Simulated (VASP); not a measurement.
# Cl (Cmce) in VASP: a series of runs, part 2 of 2

VASP 6.6.1. The steps go on from the part before.

### Step 3. Relaxation of cell and atoms, PBEsol

This run uses another cell than the first one, of 27.53 Å³/atom.

INCAR reads:

```
SYSTEM = Cl
ALGO = Normal
EDIFF = 1E-6
EDIFFG = -0.01
ENCUT = 600
GGA = PS
IBRION = 2
ISIF = 3
ISMEAR = -1
LASPH = .True.
LCHARG = .False.
LREAL = .False.
LWAVE = .False.
NELM = 80
NSW = 80
PREC = Accurate
SIGMA = 0.05
```

KPOINTS reads:

```
k-points
0
Gamma
  5 5 2
  0 0 0
```

POSCAR reads:

```
Cl
1.0
    3.0726500000     -2.1977000000      0.0000000000
    3.0726500000      2.1977000000      0.0000000000
    0.0000000000      0.0000000000      8.1537000000
Cl
4
Direct
    0.8763000000      0.1237000000      0.1025000000
    0.6237000000      0.3763000000      0.6025000000
    0.1237000000      0.8763000000      0.8975000000
    0.3763000000      0.6237000000      0.3975000000
```

Potentials or basis: VASP PAW PBE potentials, release 64 (Cl).

Started as:

```sh
$ cat potpaw_PBE.64/Cl/POTCAR > POTCAR
$ mpirun -np 1 vasp_std > vasp.out
```

OUTCAR:

```text
SYSTEM = Cl
   EDIFF = 1E-6
   EDIFFG = -0.01
   ENCUT = 600
   GGA = PS
   IBRION = 2
   ISIF = 3
   ISMEAR = -1
   LASPH = .True.
   LREAL = .False.
   NELM = 80
   NSW = 80
   PREC = Accurate

 ion  position               nearest neighbor table
   1  0.876  0.124  0.102-   3 1.99
   2  0.624  0.376  0.602-   4 1.99
   3  0.124  0.876  0.898-   1 1.99
   4  0.376  0.624  0.398-   2 1.99

  LATTYP: Found a base centered orthorhombic cell.
 ALAT       =     4.3954000000
 B/A-ratio  =     1.3981207626
 C/A-ratio  =     1.8550530100

  Lattice vectors:

 A1 = (  -3.0726500000,  -2.1977000000,   0.0000000000)
 A2 = (   3.0726500000,  -2.1977000000,   0.0000000000)
 A3 = (   0.0000000000,   0.0000000000,   8.1537000000)

Analysis of symmetry for initial positions (statically):
=====================================================================
 Subroutine PRICEL returns:
 Original cell was already a primitive cell.

 Routine SETGRP: Setting up the symmetry group for a
 base centered orthorhombic supercell.
[... 165 lines left out ...]
  free energy    TOTEN  =        -7.99425403 eV

  energy without entropy =       -7.99425403  energy(sigma->0) =       -7.99425403

------------------------ aborting loop because EDIFF is reached ----------------------------------------

  FORCE on cell =-STRESS in cart. coord.  units (eV):
  Direction    XX          YY          ZZ          XY          YZ          ZX
  --------------------------------------------------------------------------------------
  -------------------------------------------------------------------------------------
  Total        0.2932870     -0.2955084     -0.2843940      0.0000000      0.0000000      0.0000000
  in kB        4.2671425     -4.2994630     -4.1377551      0.0000000      0.0000000      0.0000000
  external PRESSURE =      -1.3900252 kB  Pullay stress =       0.0000000 kB
[... 95 lines left out ...]
  FREE ENERGIE OF THE ION-ELECTRON SYSTEM (eV)
  ---------------------------------------------------
  free  energy   TOTEN  =        -8.0153682023 eV

  energy  without entropy=       -8.0153682023  energy(sigma->0) =       -8.01536820

[... ionic steps 4 to 44 ...]

--------------------------------------- Ionic step       45  -------------------------------------------

 number of electron      27.9999997 magnetization

------------------------ aborting loop because EDIFF is reached ----------------------------------------
[... 71 lines left out ...]
--------------------------------------- Ionic step       47  -------------------------------------------

 number of electron      27.9999997 magnetization

 Free energy of the ion-electron system (eV)
  ---------------------------------------------------
  ext. energy  EPLUGINS =         0.00000000
  ---------------------------------------------------
  free energy    TOTEN  =        -8.05831791 eV

  energy without entropy =       -8.05831791  energy(sigma->0) =       -8.05831791

 E-fermi :   1.1531     XC(G=0):  -8.2129

 val. band max:        0.0638918955   @ k =   0.0000   0.0000   0.0000
 cond. band min:       2.2067848269   @ k =   0.0000   0.0000   0.0000
 fundamental gap:      2.1428929314
 Fermi energy:         1.1530803494

 k-point     1 :       0.0000    0.0000    0.0000
  band No.  band energies     occupation
      1     -16.8818      2.00000
      2     -16.4593      2.00000
      3     -13.1482      2.00000
      4     -11.9840      2.00000
      5      -5.9261      2.00000
      6      -4.2862      2.00000
[... 398 lines left out ...]
  FREE ENERGIE OF THE ION-ELECTRON SYSTEM (eV)
  ---------------------------------------------------
  free  energy   TOTEN  =        -8.0583179054 eV

  energy  without entropy=       -8.0583179052  energy(sigma->0) =       -8.05831791

 reached required accuracy - stopping structural energy minimisation
```

CONTCAR:

```text
Cl
   1.00000000000000
     3.4438294326135983   -1.9580330035962361   -0.0000000000000000
     3.4438294326135983    1.9580330035962361    0.0000000000000000
     0.0000000000000000   -0.0000000000000000    8.0311830301830796
  Cl
     4
Direct
     0.8756269158724979    0.1243730841275023    0.1102059217536419
     0.6243730841275020    0.3756269158724976    0.6102059217536420
     0.1243730841275023    0.8756269158724979    0.8897940782463580
     0.3756269158724976    0.6243730841275021    0.3897940782463582

  0.00000000E+00  0.00000000E+00  0.00000000E+00
  0.00000000E+00  0.00000000E+00  0.00000000E+00
  0.00000000E+00  0.00000000E+00  0.00000000E+00
  0.00000000E+00  0.00000000E+00  0.00000000E+00
```

Run time: 14 min. Hardware: 1 thread of AMD EPYC 7R43 (Zen 3), shared host; peak memory 0.21 GiB.

What came out:

| Item | Value |
| --- | --- |
| Free energy | -8.0583 eV |
| Relaxed volume | 27.08 Å³/atom |
| Relaxed cell | a = 3.962 Å, b = 3.962 Å, c = 8.031 Å, α = 90.00°, β = 90.00°, γ = 59.24° |
| Space group after relaxing (to 0.1 Å) | Cmce (No. 64) |
| Energy gained by relaxing | 16.0 meV/atom |
| Ionic steps | 47 |
| Pressure after relaxing | 0.0 GPa |
| Largest force after relaxing | 0.008 eV/Å |
| Band gap on the k mesh | 2.14 eV |

Forces on the atoms (eV/Å):
```
Cl   0.000  0.000 -0.008
Cl   0.000  0.000 -0.008
Cl   0.000  0.000  0.008
Cl   0.000  0.000  0.008
```

Step by step:
| step | energy change (eV) | largest force (eV/Å) | pressure (GPa) | volume (Å³) |
| --- | --- | --- | --- | --- |
| 1 | 0.0000 | 0.1353 | -0.14 | 110.12 |
| 3 | -0.0211 | 0.1226 | -0.59 | 108.58 |
| 5 | -0.0342 | 0.3724 | -0.94 | 106.00 |
| 7 | -0.0425 | 0.2514 | -0.36 | 104.41 |
| 9 | -0.0439 | 0.2023 | -0.18 | 104.13 |
| 11 | -0.0479 | 0.0892 | 0.29 | 104.65 |
| 13 | -0.0486 | 0.0446 | 0.16 | 104.69 |
| 15 | -0.0507 | 0.0573 | -0.20 | 105.94 |
| 17 | -0.0522 | 0.0712 | 0.04 | 106.28 |
| 19 | -0.0542 | 0.0366 | -0.10 | 106.73 |
| 21 | -0.0560 | 0.0487 | -0.25 | 107.38 |
| 23 | -0.0562 | 0.2080 | 0.27 | 107.19 |
| 25 | -0.0581 | 0.1001 | -0.01 | 107.28 |
| 27 | -0.0601 | 0.0973 | -0.23 | 107.14 |
| 29 | -0.0615 | 0.0704 | 0.05 | 106.85 |
| 31 | -0.0624 | 0.0444 | 0.06 | 106.72 |
| 33 | -0.0628 | 0.0266 | 0.08 | 106.72 |
| 35 | -0.0632 | 0.0291 | 0.17 | 106.86 |
| 37 | -0.0636 | 0.0345 | 0.01 | 107.47 |
| 39 | -0.0636 | 0.0199 | 0.05 | 107.33 |
| 41 | -0.0637 | 0.0263 | 0.04 | 107.39 |
| 43 | -0.0638 | 0.0148 | 0.04 | 107.59 |
| 45 | -0.0639 | 0.0397 | 0.07 | 108.51 |
| 47 | -0.0641 | 0.0076 | -0.02 | 108.31 |

Final structure:
```
CELL_PARAMETERS angstrom
3.44383 -1.95803 0.00000
3.44383 1.95803 0.00000
0.00000 0.00000 8.03118
ATOMIC_POSITIONS crystal
Cl 0.87563 0.12437 0.11021
Cl 0.62437 0.37563 0.61021
Cl 0.12437 0.87563 0.88979
Cl 0.37563 0.62437 0.38979
```

Caveat: this functional lacks dispersion, which holds the molecules together, so the pressure and a relaxed volume are unreliable; the PAW data sets were made with another functional, which shifts forces and pressure a little; an odd mesh through Γ misses points on the zone boundary, where band edges can lie. A hybrid or GW would open this gap; PBEsol tends to underestimate it.

### Step 4. Single point, PBEsol

INCAR reads:

```
PREC = Accurate
ENCUT = 520
EDIFF = 1E-6
ISMEAR = -1
SIGMA = 0.05
LREAL = F
LASPH = T
NELM = 60
ALGO = Normal
ISIF = 2
LWAVE = F
LCHARG = F
GGA = PS
NBANDS = 22
```

KPOINTS reads:

```
regular mesh
0
Gamma
  9 9 4
```

POSCAR reads:

```
Cl
1.0
    3.4661380388     -1.9448437695      0.0000000000
    3.4661380388      1.9448437695      0.0000000000
    0.0000000000      0.0000000000      8.0055908624
Cl
4
Direct
    0.8736008072      0.1263991928      0.1111123907
    0.6263991928      0.3736008072      0.6111123907
    0.1263991928      0.8736008072      0.8888876093
    0.3736008072      0.6263991928      0.3888876093
```

Started as:

```sh
$ cat potpaw_PBE.64/Cl/POTCAR > POTCAR
$ mpirun -np 1 vasp_std > vasp.out
```

Run time: 2 min. Hardware: 1 thread of AMD EPYC 7R43 (Zen 3), shared host; peak memory 0.23 GiB.

Results (log left out):

```
Free energy            : -8.0591 eV
Pressure               : -0.3 GPa
Largest force          : 0.140 eV/Å
Band gap on the k mesh : 2.08 eV
```

Forces in eV/Å, atoms in the order of the input:
```
Cl   0.000 -0.064 -0.124
Cl   0.000  0.064 -0.124
Cl   0.000  0.064  0.124
Cl   0.000 -0.064  0.124
```

Stress tensor (GPa, compression positive):
```
-0.07  0.00  0.00
 0.00 -0.21  0.00
 0.00  0.00 -0.60
```

Levels at points of the mesh, in eV from the valence-band top:
```csv
k point,band 10,band 11,band 12,band 13,band 14,band 15,band 16,band 17,band 18,band 19
"(0.00, 0.00, 0.00)",-2.38,-1.19,-0.47,-0.47,0.00,2.08,3.06,6.36,6.88,8.14
"(0.00, 0.00, 0.50)",-2.39,-1.01,-1.01,-0.22,-0.22,2.48,2.48,6.86,6.86,9.04
```

Caveat: this functional lacks dispersion, which holds the molecules together, so the pressure and a relaxed volume are unreliable; the PAW data sets were made with another functional, which shifts forces and pressure a little; an odd mesh through Γ misses points on the zone boundary, where band edges can lie.

### Step 5. The runs side by side

| task | cell | k mesh | cutoff (eV) | gap on the mesh (eV) | pressure (GPa) | largest force (eV/Å) |
| --- | --- | --- | --- | --- | --- | --- |
| single point | a = 3.974, b = 3.974, c = 8.006 Å, angles 90.0, 90.0, 58.6°, 4 atoms, atomic positions A | 5 × 5 × 2 | 520 | 2.08 | -0.3 | 0.14 |
| relaxation of cell and atoms | relaxed from a = 3.778, b = 3.778, c = 8.154 Å, angles 90.0, 90.0, 71.1°, 4 atoms, atomic positions B | 5 × 5 × 2 | 600 | 2.14 | 0.0 | 0.01 |
| single point | a = 3.974, b = 3.974, c = 8.006 Å, angles 90.0, 90.0, 58.6°, 4 atoms, atomic positions A | 9 × 9 × 4 | 520 | 2.08 | -0.3 | 0.14 |

Alike in all rows: level PBEsol; potentials or basis VASP PAW PBE potentials, release 64 (Cl); no spin polarisation; smearing fermi-dirac 0.05 eV.

Caveats: this functional lacks dispersion, which holds the molecules together, so the pressure and a relaxed volume are unreliable; the PAW data sets were made with another functional, which shifts forces and pressure a little; an odd mesh through Γ misses points on the zone boundary, where band edges can lie.

Total energies depend on the potentials used, so only differences within one code and one set of settings carry meaning.
